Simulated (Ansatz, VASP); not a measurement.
**Two plane-wave programs on Sn2Te**

INCAR

```
ALGO = Normal
EDIFF = 1E-6
EDIFFG = -0.08
ENCUT = 600
GGA = PE
IBRION = 2
ISIF = 3
ISMEAR = 0
LASPH = T
LCHARG = F
LREAL = F
LWAVE = F
NELM = 60
NSW = 36
PREC = Accurate
SIGMA = 0.2
```

File KPOINTS:

```
k-points
0
Gamma
  6 6 3
```

Contents of POSCAR:

```
Sn2Te
1.0
    4.0724019100      0.0000000000      0.0000000000
   -2.0362009600      3.5268035100      0.0000000000
    0.0000000000      0.0000000000      6.9035877700
Sn Te
2 1
Direct
    0.6666666700      0.3333333300      0.7175636900
    0.3333333300      0.6666666700      0.2824363100
    0.0000000000      0.0000000000      0.5000000000
```

Input for Ansatz:

```yaml
crystal:
  lattice:
    - [4.07240191, 0.0, 0.0]
    - [-2.03620096, 3.52680351, 0.0]
    - [0.0, 0.0, 6.90358777]
  atoms:
    - { symbol: Sn, position: [0.66666667, 0.33333333, 0.71756369] }
    - { symbol: Sn, position: [0.33333333, 0.66666667, 0.28243631] }
    - { symbol: Te, position: [0.0, 0.0, 0.5] }
basis:
  ecutwfc: 420
kpoints:
  mp_grid: { grid: [6, 6, 3] }
hamiltonian:
  xc: pbe
scf:
  occupations: { method: gaussian, width: 0.2 }
  lower_state_search: "off"
output:
  forces: true
  stress: true
  eigenvalues: true
relax:
  adjacent_minimum: "off"
  f_tol: 0.08
  max_steps: 16
  cell: { stress_tol: 0.8 }
```

Change from the starting cell: species swapped into the Sc2C type (P-3m1, No. 164).

Alike in both runs: task relaxation of cell and atoms; functional PBE; k mesh 6 × 6 × 3; occupations gaussian, width 0.2 eV; no spin polarisation.

|  | VASP | Ansatz |
| --- | --- | --- |
| version | VASP 6.6.1 | Ansatz 0.2.0 |
| potentials or method | VASP PAW PBE potentials, release 64 (Sn_d, Te), cutoff 600 eV | scalar-relativistic, plane waves, PAW |
| valence electrons in the cell | 34 | 44 |

|  | VASP | Ansatz | Ansatz less VASP |
| --- | --- | --- | --- |
| gap on the k mesh at the Fermi level, each at its own relaxed structure (eV) | none | none | - |
| relaxed volume (Å³/atom) | 30.70 | 30.82 | +0.121 |
| relaxed length of the cell vector where the two differ most in proportion (Å) | 5.781 | 6.461 | +0.6805 |

A gap of «none» marks a metal or a gap that the smearing closes. One of these differences is far larger than is usual between the two programs; its cause wasn't traced. VASP's potentials hold 34 valence electrons a cell and Ansatz's 44, so a difference there can come from the potentials and not from the codes.

Spin-orbit coupling is off throughout.
